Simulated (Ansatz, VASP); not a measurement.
# SiW in VASP and in Ansatz

The input POSCAR:

```
SiW
1.0
    0.0000000000      2.7905894985      2.7905894985
    2.7905894985      0.0000000000      2.7905894985
    2.7905894985      2.7905894985      0.0000000000
W Si
1 1
Direct
    0.0000000000      0.0000000000      0.0000000000
    0.2500000000      0.2500000000      0.2500000000
```

The input INCAR.step1:

```
SYSTEM = SiW
  PREC = Accurate
  ENCUT = 520
  ISMEAR = 0
  SIGMA = 0.1
  LREAL = .False.
  LASPH = .True.
  NELM = 150
  ISPIN = 2
  MAGMOM = 2.5 0
  LMAXMIX = 4
  NBANDS = 20
  GGA = PE
  ALGO = Normal
  EDIFF = 1E-4
  LWAVE = .True.
  LCHARG = .False.
```

INCAR.step2

```
SYSTEM = SiW
  PREC = Accurate
  ENCUT = 520
  EDIFF = 1E-6
  ISMEAR = 0
  SIGMA = 0.1
  LREAL = .False.
  LASPH = .True.
  NELM = 150
  ALGO = Normal
  ISIF = 2
  LWAVE = .False.
  LCHARG = .False.
  ISPIN = 2
  MAGMOM = 2.5 0
  LORBIT = 11
  LMAXMIX = 4
  METAGGA = R2SCAN
  LMIXTAU = .True.
  NBANDS = 20
  ISTART = 1
```

File KPOINTS:

```
regular mesh
0
Gamma
  14 14 14
  0 0 0
```

Input for Ansatz:

```yaml
crystal:
  lattice:
    - [0.0, 2.7905894985, 2.7905894985]
    - [2.7905894985, 0.0, 2.7905894985]
    - [2.7905894985, 2.7905894985, 0.0]
  atoms:
    - { symbol: W, position: [0.0, 0.0, 0.0], spin: 2.5 }
    - { symbol: Si, position: [0.25, 0.25, 0.25] }
basis:
  ecutwfc: 500
kpoints:
  mp_grid: { grid: [14, 14, 14] }
hamiltonian:
  xc: r2scan
scf:
  occupations: { method: gaussian, width: 0.1 }
  lower_state_search: "off"
output:
  forces: true
  stress: true
  eigenvalues: true
  populations: true
magnetization:
  spin_polarized: true
```

Alike in both runs: task single point; functional r2SCAN; k mesh 14 × 14 × 14; occupations gaussian, width 0.1 eV; collinear spin.

```csv
,VASP,Ansatz
version,VASP 6.6.1,Ansatz 0.2.0
potentials or method,"VASP PAW PBE potentials, release 64 (W_sv, Si), cutoff 520 eV","scalar-relativistic, plane waves, PAW"
valence electrons in the cell,18,18
```

```csv
,VASP,Ansatz,Ansatz less VASP
gap on the k mesh at the Fermi level (eV),none,none,-
pressure (GPa),-1.6,0.6,+2.16
net moment per atom (μB),0.01,0.51,+0.501
size of the moment on the site where the two differ most (μB),0.01,0.68,+0.669
```

The net moments are unlike, so the other rows may belong to different states. VASP's potentials were made for PBE, not for r2SCAN. Site moments also hang on the region over which each program counts them. A gap of «none» marks a metal or a gap that the smearing closes. Ansatz's warnings: stability check not made.

Neither program's run includes spin-orbit coupling.
